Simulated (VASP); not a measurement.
# Al in VASP: further runs

Al is run at these levels: PBEsol; tasks: single point.

All numbers are computed with VASP 6.6.1; they aren't measurements. Logs are shortened: lines on timing, memory, paths and dates and some standing lists are left out, and cuts for length are marked.

## (1) The cell of the first run

The cell holds a slab with vacuum, 5 atoms: a = 4.501 Å, b = 2.756 Å, c = 11.197 Å, α = 90.00°, β = 90.00°, γ = 90.00°.

## (2) Single point, PBEsol

The input, INCAR:

```
SYSTEM = Al
ALGO = Normal
DIPOL = 0.5 0.5 0.500
EDIFF = 1E-7
ENCUT = 520
GGA = PS
IDIPOL = 3
ISIF = 2
ISMEAR = -1
LASPH = .True.
LCHARG = .False.
LDIPOL = .True.
LREAL = .False.
LWAVE = .False.
NBANDS = 16
NELM = 80
PREC = Accurate
SIGMA = 0.1
```

The input, KPOINTS:

```
k-points
0
Gamma
  4 6 1
  0 0 0
```

The input, POSCAR:

```
Al
1.0
    4.5006498094      0.0000000000      0.0000000000
    0.0000000000      2.7560738860      0.0000000000
    0.0000000000      0.0000000000     11.1969027580
Al
5
Direct
    0.0000000000      0.0000000000      0.2679312364
    0.5000000000      0.6666666667      0.3839656182
    0.0000000000      0.3333333333      0.5000000000
    0.5000000000      0.0000000000      0.6160343818
    0.0000000000      0.6666666667      0.7320687636
```

Potentials or basis: VASP PAW PBE potentials, release 64 (Al).

Launch:

```console
> cat potpaw_PBE.64/Al/POTCAR > POTCAR
> mpirun -np 1 vasp_std > vasp.out
```

OUTCAR:

```text
SYSTEM = Al
   EDIFF = 1E-7
   ENCUT = 520
   GGA = PS
   ISIF = 2
   ISMEAR = -1
   LASPH = .True.
   LREAL = .False.
   NELM = 80
   PREC = Accurate

 ion  position               nearest neighbor table
   1  0.000  0.000  0.268-   2 2.76   2 2.76   3 2.76   2 3.18   2 3.18   3 3.18
   2  0.500  0.667  0.384-   1 2.76   1 2.76   3 2.76   3 2.76   4 2.76   3 3.18   3 3.18   1 3.18
                             1 3.18   4 3.18
   3  0.000  0.333  0.500-   4 2.76   4 2.76   2 2.76   2 2.76   1 2.76   5 2.76   2 3.18   2 3.18
                             5 3.18   4 3.18   4 3.18   1 3.18
   4  0.500  0.000  0.616-   3 2.76   5 2.76   3 2.76   5 2.76   2 2.76   5 3.18   5 3.18   3 3.18
                             3 3.18   2 3.18
   5  0.000  0.667  0.732-   4 2.76   4 2.76   3 2.76   3 3.18   4 3.18   4 3.18

  LATTYP: Found a simple orthorhombic cell.
 ALAT       =     2.7560738860
 B/A-ratio  =     1.6329931619
 C/A-ratio  =     4.0626279342

  Lattice vectors:

 A1 = (   0.0000000000,  -2.7560738860,   0.0000000000)
 A2 = (   4.5006498094,   0.0000000000,   0.0000000000)
 A3 = (   0.0000000000,   0.0000000000,  11.1969027580)

Analysis of symmetry for initial positions (statically):
=====================================================================
 Subroutine PRICEL returns:
 Original cell was already a primitive cell.

 Routine SETGRP: Setting up the symmetry group for a
 simple orthorhombic supercell.

 Subroutine GETGRP returns: Found  4 space group operations
 (whereof  2 operations were pure point group operations)
 out of a pool of  8 trial point group operations.

The static configuration has the point symmetry C_1h.
 The point group associated with its full space group is C_2h.

Analysis of symmetry for dynamics (positions and initial velocities):
=====================================================================
 Subroutine PRICEL returns:
 Original cell was already a primitive cell.

 Routine SETGRP: Setting up the symmetry group for a
 simple orthorhombic supercell.

 Subroutine GETGRP returns: Found  4 space group operations
 (whereof  2 operations were pure point group operations)
 out of a pool of  8 trial point group operations.

The dynamic configuration has the point symmetry C_1h.
 The point group associated with its full space group is C_2h.

 Subroutine INISYM returns: Found  4 space group operations
 (whereof  2 operations are pure point group operations),
 and found     1 'primitive' translations

----------------------------------------------------------------------------------------

                                     Primitive cell

  volume of cell :     138.8878

  direct lattice vectors                    reciprocal lattice vectors
     4.500649809  0.000000000  0.000000000     0.222190138  0.000000000  0.000000000
     0.000000000  2.756073886  0.000000000     0.000000000  0.362834975  0.000000000
     0.000000000  0.000000000 11.196902758     0.000000000  0.000000000  0.089310412

  length of vectors
     4.500649809  2.756073886 11.196902758     0.222190138  0.362834975  0.089310412

  position of ions in fractional coordinates (direct lattice)
     0.000000000  0.000000000  0.267931236
     0.500000000  0.666666667  0.383965618
     0.000000000  0.333333333  0.500000000
     0.500000000  0.000000000  0.616034382
     0.000000000  0.666666667  0.732068764

  ion indices of the primitive-cell ions
   primitive index   ion index
                 1           1
                 2           2
                 3           3
                 4           4
                 5           5

----------------------------------------------------------------------------------------

 KPOINTS: k-points

Automatic generation of k-mesh.
 Grid dimensions read from file:
 generate k-points for:    4    6    1

 Generating k-lattice:

  Cartesian coordinates                     Fractional coordinates (reciprocal lattice)
     0.055547534  0.000000000  0.000000000     0.250000000  0.000000000  0.000000000
     0.000000000  0.060472496  0.000000000     0.000000000  0.166666667  0.000000000
     0.000000000  0.000000000  0.089310412     0.000000000  0.000000000  1.000000000

  Length of vectors
     0.055547534  0.060472496  0.089310412

  Shift w.r.t. Gamma in fractional coordinates (k-lattice)
     0.000000000  0.000000000  0.000000000

 Subroutine IBZKPT returns following result:
 ===========================================

 Found     12 irreducible k-points:

 Following reciprocal coordinates:
            Coordinates               Weight
  0.000000  0.000000  0.000000      1.000000
  0.250000  0.000000  0.000000      2.000000
  0.500000  0.000000  0.000000      1.000000
  0.000000  0.166667  0.000000      2.000000
  0.250000  0.166667  0.000000      4.000000
  0.500000  0.166667  0.000000      2.000000
  0.000000  0.333333  0.000000      2.000000
  0.250000  0.333333  0.000000      4.000000
  0.500000  0.333333  0.000000      2.000000
  0.000000  0.500000  0.000000      1.000000
  0.250000  0.500000  0.000000      2.000000
  0.500000  0.500000  0.000000      1.000000
   k-points           NKPTS =     12   k-points in BZ     NKDIM =     12   number of bands    NBANDS=     16
   number of dos      NEDOS =    301   number of ions     NIONS =      5
   total plane-waves  NPLWV =  60480
   dimension x,y,z NGX =    36 NGY =   20 NGZ =   84
   dimension x,y,z NGXF=    72 NGYF=   40 NGZF=  168
   ions per type =               5
   NGX,Y,Z   is equivalent  to a cutoff of  13.30, 12.06, 12.47 a.u.
   NGXF,Y,Z  is equivalent  to a cutoff of  26.60, 24.13, 24.94 a.u.
 SYSTEM =  Al
   PREC   = accura    normal or accurate (medium, high low for compatibility)
   ISTART =      0    job   : 0-new  1-cont  2-samecut
   ICHARG =      2    charge: 1-file 2-atom 10-const
   ISPIN  =      1    spin polarized calculation?
   LNONCOLLINEAR =      F non collinear calculations
   LSORBIT =      F    spin-orbit coupling
   LASPH  =      T    aspherical Exc in radial PAW
   ENCUT  =  520.0 eV  38.22 Ry    6.18 a.u.   8.37  5.12 20.82*2*pi/ulx,y,z
   NELM   =     80;   NELMIN=  2; NELMDL= -5     # of ELM steps
   EDIFF  = 0.1E-06   stopping-criterion for ELM
   LREAL  =      F    real-space projection
   EDIFFG = 0.1E-05   stopping-criterion for IOM
   NSW    =      0    number of steps for IOM
   IBRION =     -1    ionic relax: 0-MD 1-quasi-New 2-CG
   NFREE  =      0    steps in history (QN), initial steepest desc. (CG)
   ISIF   =      2    stress and relaxation
   ISYM   =      2    0-nonsym 1-usesym 2-fastsym
   POTIM  = 0.5000    time-step for ionic-motion
   TEBEG  =    0.0;   TEEND  =   0.0 temperature during run
   PSTRESS=    0.0 pullay stress
   NELECT =      15.0000    total number of electrons
   NUPDOWN=      -1.0000    fix difference up-down
   EMIN   =  10.00;   EMAX   =-10.00  energy-range for DOS
   EFERMI =   0.00;   METHOD = LEGACY
   ISMEAR =    -1;   SIGMA  =   0.10  broadening in eV -4-tet -1-fermi 0-gaus
   EFERMI_NEDOS =   21; number of points for ismear=-14 and -15
   IALGO  =     38    algorithm
   IMIX   =      4    mixing-type and parameters
     AMIX     =   0.40;   BMIX     =  1.00
     AMIX_MAG =   1.60;   BMIX_MAG =  1.00
  volume/ion in A,a.u.               =      27.78       187.45
  Fermi-wavevector in a.u.,A,eV,Ry     =   0.779622  1.473271  8.269757  0.607810
  Thomas-Fermi vector in A             =   1.882764
   LORBIT       =      0    0 simple, 1 ext, 2 COOP (PROOUT), +10 PAW based schemes
   GGA     = PS    functional components
   LHFCALC =     F    Hartree Fock is set to
   AEXX    =    0.0000 exact exchange contribution
   IVDW    =     0    specifies the selected vdW correction
   LEPSILON=     F    determine dielectric tensor
   LRPA    =     F    only Hartree local field effects (RPA)
 non-spin polarized calculation
  energy-cutoff  :      520.00
  volume of cell :      138.89
 maximum number of plane-waves:      3770
 NGX is ok and might be reduce to    36
   NGX = 17   NGY = 11   NGZ = 41

 dipolmoment           0.000000      0.000000     -0.000000 electrons x Angstroem

 number of electron      15.0000000 magnetization

 dipolmoment           0.000000      0.000000      0.000000 electrons x Angstroem

 Free energy of the ion-electron system (eV)
  ---------------------------------------------------
  ext. energy  EPLUGINS =         0.00000000
  ---------------------------------------------------
  free energy    TOTEN  =       -18.39325249 eV

  energy without entropy =      -18.30129647  energy(sigma->0) =      -18.34727448

 E-fermi :   3.1745     XC(G=0):  -7.4460

 val. band max:        3.0637327815   @ k =   0.0000   0.3333   0.0000
 cond. band min:       3.2293194696   @ k =   0.5000   0.5000   0.0000
 fundamental gap:      0.1655866881
 Fermi energy:         3.1744770159

 k-point     1 :       0.0000    0.0000    0.0000
  band No.  band energies     occupation
      1      -7.3803      2.00000
      2      -5.3441      2.00000
      3      -2.5798      2.00000
      4      -0.5562      2.00000
      5       0.1769      2.00000
      6       0.3429      2.00000
[... 8 lines left out ...]
     15       9.0470      0.00000
     16      10.4394      0.00000

 k-point     2 :       0.2500    0.0000    0.0000
  band No.  band energies     occupation
      1      -6.9289      2.00000
      2      -4.9182      2.00000
      3      -3.4031      2.00000
      4      -2.0414      2.00000
      5      -1.2877      2.00000
      6       0.8620      2.00000
[... 8 lines left out ...]
     15       9.1376      0.00000
     16      11.3126      0.00000

 k-point     3 :       0.5000    0.0000    0.0000
  band No.  band energies     occupation
      1      -5.6993      2.00000
      2      -5.4566      2.00000
      3      -4.0020      2.00000
      4      -3.0321      2.00000
      5      -1.3465      2.00000
      6       0.0312      2.00000
[... 8 lines left out ...]
     15       9.8870      0.00000
     16      10.0860      0.00000

 k-point     4 :       0.0000    0.1667    0.0000
  band No.  band energies     occupation
      1      -6.8418      2.00000
      2      -4.8102      2.00000
      3      -2.0519      2.00000
      4      -0.0558      2.00000
      5       0.6942      2.00000
      6       0.8584      2.00000
[... 8 lines left out ...]
     15       8.0082      0.00000
     16       8.8466      0.00000

 k-point     5 :       0.2500    0.1667    0.0000
  band No.  band energies     occupation
      1      -6.3922      2.00000
      2      -4.3861      2.00000
      3      -2.8803      2.00000
      4      -1.5143      2.00000
      5      -0.7686      2.00000
      6       1.3712      2.00000
[... 8 lines left out ...]
     15       8.2077      0.00000
     16       8.5642      0.00000

 k-point     6 :       0.5000    0.1667    0.0000
  band No.  band energies     occupation
      1      -5.1675      2.00000
      2      -4.9254      2.00000
      3      -3.4752      2.00000
      4      -2.5039      2.00000
      5      -0.8164      2.00000
      6       0.5358      2.00000
[... 8 lines left out ...]
     15       8.5211      0.00000
     16       8.7741      0.00000

 k-point     7 :       0.0000    0.3333    0.0000
  band No.  band energies     occupation
      1      -5.2390      2.00000
      2      -3.2226      2.00000
      3      -0.4884      2.00000
      4       0.9262      2.00000
      5       1.4454      2.00000
      6       2.1567      1.99992
[... 8 lines left out ...]
     15       7.5682      0.00000
     16       8.3042      0.00000

 k-point     8 :       0.2500    0.3333    0.0000
  band No.  band energies     occupation
      1      -4.7946      2.00000
      2      -2.8040      2.00000
      3      -1.3279      2.00000
      4       0.0392      2.00000
      5       0.7075      2.00000
      6       1.5176      2.00000
[... 8 lines left out ...]
     15       7.4345      0.00000
     16       7.9875      0.00000

 k-point     9 :       0.5000    0.3333    0.0000
  band No.  band energies     occupation
      1      -3.5851      2.00000
      2      -3.3447      2.00000
      3      -1.9083      2.00000
      4      -0.9430      2.00000
      5       0.7271      2.00000
      6       2.0267      1.99998
[... 8 lines left out ...]
     15       8.1846      0.00000
     16       8.4120      0.00000

 k-point    10 :       0.0000    0.5000    0.0000
  band No.  band energies     occupation
      1      -2.6657      2.00000
      2      -2.5542      2.00000
      3      -0.6342      2.00000
      4      -0.6192      2.00000
      5       1.9473      1.99999
      6       2.2129      1.99987
[... 8 lines left out ...]
     15       6.8850      0.00000
     16       7.1742      0.00000

 k-point    11 :       0.2500    0.5000    0.0000
  band No.  band energies     occupation
      1      -2.2331      2.00000
      2      -2.1186      2.00000
      3      -0.2356      2.00000
      4      -0.2305      2.00000
      5       1.2626      2.00000
      6       1.2870      2.00000
[... 8 lines left out ...]
     15       7.7736      0.00000
     16       8.0810      0.00000

 k-point    12 :       0.5000    0.5000    0.0000
  band No.  band energies     occupation
      1      -1.1479      2.00000
      2      -0.8432      2.00000
      3      -0.8287      2.00000
      4      -0.6892      2.00000
      5       0.6110      2.00000
      6       0.7309      2.00000
[... 8 lines left out ...]
     15       8.3953      0.00000
     16       8.4009      0.00000

------------------------ aborting loop because EDIFF is reached ----------------------------------------

 vacuum level on the upper side and lower side of the slab       (xc-potential included)        -1.746        -1.746

  FORCE on cell =-STRESS in cart. coord.  units (eV):
  Direction    XX          YY          ZZ          XY          YZ          ZX
  --------------------------------------------------------------------------------------
  -------------------------------------------------------------------------------------
  Total       -2.8043763      0.3527060      1.0062049      0.0000000     -0.8578235      0.0000000
  in kB      -32.3506410      4.0687355     11.6073485      0.0000000     -9.8956547      0.0000000
  external PRESSURE =      -5.5581857 kB  Pullay stress =       0.0000000 kB

 VOLUME and BASIS-vectors are now :
 -----------------------------------------------------------------------------
  energy-cutoff  :      520.00
  volume of cell :      138.89
      direct lattice vectors                 reciprocal lattice vectors
     4.500649809  0.000000000  0.000000000     0.222190138  0.000000000  0.000000000
     0.000000000  2.756073886  0.000000000     0.000000000  0.362834975  0.000000000
     0.000000000  0.000000000 11.196902758     0.000000000  0.000000000  0.089310412

 POSITION                                       TOTAL-FORCE (eV/Angst)
 -----------------------------------------------------------------------------------
      0.00000      0.00000      3.00000         0.000000      0.237676      0.054764
      2.25032      1.83738      4.29923         0.000000     -0.145625     -0.313089
      0.00000      0.91869      5.59845         0.000000     -0.000000     -0.000000
      2.25032      0.00000      6.89768         0.000000      0.145625      0.313089
      0.00000      1.83738      8.19690         0.000000     -0.237676     -0.054764
 -----------------------------------------------------------------------------------
    total drift:                               -0.000000     -0.000004      0.000000

  FREE ENERGIE OF THE ION-ELECTRON SYSTEM (eV)
  ---------------------------------------------------
  free  energy   TOTEN  =       -18.3932524892 eV

  energy  without entropy=      -18.3012964718  energy(sigma->0) =      -18.34727448

 vacuum level on the upper side and lower side of the slab         5.434         5.434
```

Wall time 30 s (1 thread of AMD EPYC 7R13, shared host); peak memory 0.2 GiB.

What came out:

| Quantity | Value |
| --- | --- |
| Free energy | -18.3933 eV |
| Largest force | 0.345 eV/Å |
| Band gap on the k mesh | zero (an odd number of electrons rules out a gap without spin polarisation) |

Forces in eV/Å, atoms in the order of the input:
```
Al   0.000  0.238  0.055
Al   0.000 -0.146 -0.313
Al   0.000  0.000  0.000
Al   0.000  0.146  0.313
Al   0.000 -0.238 -0.055
```

Levels at points of the mesh, in eV from the Fermi level:
| k point | band 3 | band 4 | band 5 | band 6 | band 7 | band 8 | band 9 | band 10 | band 11 | band 12 |
| --- | --- | --- | --- | --- | --- | --- | --- | --- | --- | --- |
| (0.00, 0.00, 0.00) | -5.75 | -3.73 | -3.00 | -2.83 | -1.79 | -0.74 | -0.40 | 1.05 | 2.43 | 3.67 |
| (0.50, 0.00, 0.00) | -7.18 | -6.21 | -4.52 | -3.14 | -1.86 | 0.67 | 1.04 | 3.12 | 5.04 | 5.04 |
| (0.00, 0.50, 0.00) | -3.81 | -3.79 | -1.23 | -0.96 | 0.72 | 0.79 | 1.25 | 1.70 | 1.81 | 1.98 |
| (0.50, 0.50, 0.00) | -4.00 | -3.86 | -2.56 | -2.44 | -1.54 | -1.43 | 0.05 | 0.34 | 0.97 | 1.96 |

Caveat: the k points lie up to 0.38 Å⁻¹ apart, too coarse for converged energies and pressures of a metal; the PAW data sets were made with another functional, which shifts forces and pressure a little.

## (3) Single point, PBEsol

This run uses another cell than the first one.

The input, INCAR:

```
SYSTEM = Al
ALGO     = Normal         ! electronic algorithm
DIPOL    = 0.5 0.5 0.500
EDIFF    = 1E-6           ! SCF threshold, eV
ENCUT    = 520            ! plane-wave cutoff, eV
GGA      = PS             ! functional
IDIPOL   = 3            
ISIF     = 2              ! what is computed and relaxed
ISMEAR   = -1             ! smearing method
LASPH    = .TRUE.         ! aspherical terms in the spheres
LCHARG   = .FALSE.        ! write CHGCAR
LDIPOL   = .TRUE.       
LREAL    = .FALSE.        ! projectors in reciprocal space
LWAVE    = .FALSE.        ! write WAVECAR
NBANDS   = 16             ! bands
NELM     = 100            ! most SCF steps
PREC     = Accurate       ! precision mode
SIGMA    = 0.1            ! smearing width, eV
```

The input, KPOINTS:

```
k-points
0
G
  4 6 1
  0 0 0
```

The input, POSCAR:

```
Al
1.0
    4.5006498094      0.0000000000      0.0000000000
    0.0000000000      2.7560738860      0.0000000000
    0.0000000000      0.0000000000     13.1969027580
Al
5
Direct
    0.0000000000      0.0000000000      0.3031014226
    0.5000000000      0.6666666667      0.4015507113
    0.0000000000      0.3333333333      0.5000000000
    0.5000000000      0.0000000000      0.5984492887
    0.0000000000      0.6666666667      0.6968985774
```

Potentials or basis: VASP PAW PBE potentials, release 64 (Al).

Launch:

```console
> cat potpaw_PBE.64/Al/POTCAR > POTCAR
> mpirun -np 1 vasp_std > vasp.out
```

Wall time 35 s (1 thread of AMD EPYC 7R13, shared host); peak memory 0.21 GiB.

The run converged. Its results:

| Item | Value |
| --- | --- |
| Free energy | -18.4281 eV |
| Largest force | 0.356 eV/Å |
| Band gap on the k mesh | zero (an odd number of electrons rules out a gap without spin polarisation) |

Forces on the atoms (eV/Å):
```
Al   0.000  0.233  0.061
Al   0.000 -0.146 -0.324
Al   0.000  0.000  0.000
Al   0.000  0.146  0.324
Al   0.000 -0.233 -0.061
```

Levels at points of the mesh, in eV from the Fermi level:
```tsv
k point	band 4	band 5	band 6	band 7	band 8	band 9	band 10	band 11
(0.00, 0.00, 0.00)	-3.74	-3.00	-2.89	-1.80	-0.75	-0.27	1.05	2.47
(0.50, 0.00, 0.00)	-6.21	-4.51	-3.15	-1.91	0.61	1.20	3.32	4.50
(0.00, 0.50, 0.00)	-3.80	-1.22	-0.96	0.72	0.79	1.24	1.67	1.77
(0.50, 0.50, 0.00)	-3.87	-2.57	-2.45	-1.55	-1.44	0.06	0.34	0.97
```

Caveat: the k points lie up to 0.38 Å⁻¹ apart, too coarse for converged energies and pressures of a metal; the PAW data sets were made with another functional, which shifts forces and pressure a little.

[end of part 1 of 2]
